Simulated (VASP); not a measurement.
A run of VASP 6.6.1 is set up as follows.

Contents of INCAR:

```
SYSTEM = As
  ALGO = Normal
  EDIFF = 1E-7
  ENCUT = 520
  ISIF = 2
  ISMEAR = -1
  LASPH = .True.
  LCHARG = .False.
  LREAL = .False.
  LWAVE = .False.
  NBANDS = 12
  NELM = 80
  PREC = Accurate
  SIGMA = 0.05
```

KPOINTS

```
k-points
0
Gamma
  11 11 11
  0 0 0
```

File POSCAR:

```
As
1.0
    1.8798913382      1.0853557701      3.3295843999
   -1.8798913382      1.0853557701      3.3295843999
    0.0000000000     -2.1707115403      3.3295843998
As
2
Direct
    0.7695292492      0.7695292492      0.7695292492
    0.2304707508      0.2304707508      0.2304707508
```

Potentials or basis: VASP PAW LDA potentials, release 64 (As).

Run with:

```bash
$ cat potpaw_LDA.64/As/POTCAR > POTCAR
$ mpirun -np 1 vasp_std > vasp.out
```

**Question.** What does it give for the band gap on the k mesh?

**Answer.** Zero (bands 5 and 6 overlap by 0.22 eV).

**Question.** Estimate the pressure.

**Answer.** 0.5 GPa.

**Question.** What does it give for the largest force?

**Answer.** 0.067 eV/Å.

Forces on the atoms (eV/Å):
```
As   0.000  0.000 -0.067
As   0.000  0.000  0.067
```
